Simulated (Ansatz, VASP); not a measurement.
## One calculation of BaZrS3, two programs

```
Ba Zr S
1.0
     7.06100    0.00000    0.00000
     0.00000    9.97700    0.00000
     0.00000    0.00000    7.01400
Ba Zr S
4 4 12
Direct
  0.05004 0.25000 0.01030
  0.44996 0.75000 0.51030
  0.55004 0.25000 0.48970
  0.94996 0.75000 0.98970
  0.00000 0.00000 0.50000
  0.50000 0.00000 0.00000
  0.50000 0.50000 0.00000
  0.00000 0.50000 0.50000
  0.99417 0.25000 0.56481
  0.50583 0.75000 0.06481
  0.49417 0.25000 0.93519
  0.00583 0.75000 0.43519
  0.21001 0.96601 0.78947
  0.28999 0.03399 0.28947
  0.71001 0.53399 0.71053
  0.78999 0.46601 0.21053
  0.78999 0.03399 0.21053
  0.71001 0.96601 0.71053
  0.28999 0.46601 0.28947
  0.21001 0.53399 0.78947
```

Alike in both runs: functional PBEsol; k mesh 4 × 4 × 4; no spin polarisation.

Ansatz relaxed the structure, and its values are those at the end. VASP's run is a single point on that final structure, the one shown.

```csv
,VASP,Ansatz
version,VASP 6.6.1,Ansatz 0.2.0
potentials or method,"VASP PAW PBE potentials, release 64 (Ba_sv, Zr_sv, S)","scalar-relativistic, plane waves, PAW"
plane-wave cutoff (eV),500,420
occupations,"gaussian, width 0.01 eV",fixed
valence electrons in the cell,160,160
```

Ansatz gave:

- gap on the k mesh at the Fermi level (eV): 0.92
- least direct gap on the mesh (eV): 0.92
- pressure (GPa): -1.3
- rms of the force components (eV/Å): 0.000

Task: Estimate VASP's values.

Result: gap on the k mesh at the Fermi level (eV): 0.92; least direct gap on the mesh (eV): 0.92; pressure (GPa): -0.9; rms of the force components (eV/Å): 0.016.

VASP's potentials were made for PBE, not for PBEsol. Ansatz's warnings: stress scf threshold loose.

Neither program's run includes spin-orbit coupling.
